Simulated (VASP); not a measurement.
Set up this calculation in VASP 6.6.1, as the native input.

* Task: single point
* Functional: LDA
* Potentials or basis: VASP PAW LDA potentials, release 64 (Si)
* Cutoff: 520 eV
* k mesh: 6 × 6 × 6
* Occupations: gaussian, width 0.1 eV
* Spin: no spin polarisation
* Dipole correction: no
* Further INCAR settings: ALGO = Normal; EDIFF = 1e-06; NBANDS = 11

The structure of Si lies in POSCAR:

```
Si
1.0
    0.0000000000      2.7185000000      2.7185000000
    2.7185000000      0.0000000000      2.7185000000
    2.7185000000      2.7185000000      0.0000000000
Si
2
Direct
    0.5000000000      0.5000000000      0.5000000000
    0.7500000000      0.7500000000      0.7500000000
```

The input as run:

INCAR

```
PREC = Accurate
ENCUT = 520
EDIFF = 1E-6
ISMEAR = 0
SIGMA = 0.1
LREAL = F
LASPH = T
NELM = 80
ALGO = Normal
ISIF = 2
LWAVE = F
LCHARG = F
NBANDS = 11
```

KPOINTS

```
Automatic mesh
0
Gamma
  6 6 6
```

Potentials or basis: VASP PAW LDA potentials, release 64 (Si).

The run is started by

```bash
$ cat potpaw_LDA.64/Si/POTCAR > POTCAR
$ mpirun -np 1 vasp_std > vasp.out
```

It gave:

| Item | Value |
| --- | --- |
| Pressure | -1.7 GPa |
| Band gap on the k mesh | 0.60 eV (least direct gap 2.52 eV) |

Run time: 9.1 s on 1 thread of Intel Xeon 8259CL, on a shared host, peak memory 0.14 GiB.
